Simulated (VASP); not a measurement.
Input of a VASP 6.6.1 run:

The input INCAR:

```
PREC = Accurate
ENCUT = 520
EDIFF = 1E-7
ISMEAR = 0
SIGMA = 0.1
LREAL = F
LASPH = T
NELM = 80
ALGO = Normal
ISIF = 2
LWAVE = F
LCHARG = F
GGA = PE
NBANDS = 19
```

Contents of KPOINTS:

```
regular mesh
0
Gamma
  6 4 4
```

The input POSCAR:

```
HfSi3
1.0
    2.8124776423      0.0000000000      0.0000000000
    0.0000000000      5.3737479197      0.0000000000
    0.0000000000      0.0000000000      4.7026786912
Hf Si
1 3
Direct
    0.5000000000      0.5000000000      0.0000000000
    0.5000000000      0.0000000000      0.0000000000
    0.5000000000      0.7661896363      0.5000000000
    0.5000000000      0.2338103637      0.5000000000
```

Potentials or basis: VASP PAW PBE potentials, release 64 (Hf_pv, Si).

Launch:

```bash
$ cat potpaw_PBE.64/Hf_pv/POTCAR potpaw_PBE.64/Si/POTCAR > POTCAR
$ mpirun -np 1 vasp_std > vasp.out
```

(1) What does it give for the pressure?

(2) Estimate the largest force.

(3) What does it give for the band gap on the k mesh?

## Answers

(1) -0.1 GPa.

(2) 0.013 eV/Å.

(3) zero (band 11 reaches 9.29 eV, above the bottom of band 12 at 6.10 eV).

Caveat: the k points lie up to 0.37 Å⁻¹ apart; spin-orbit coupling is left out, which moves the levels of the heavy elements.
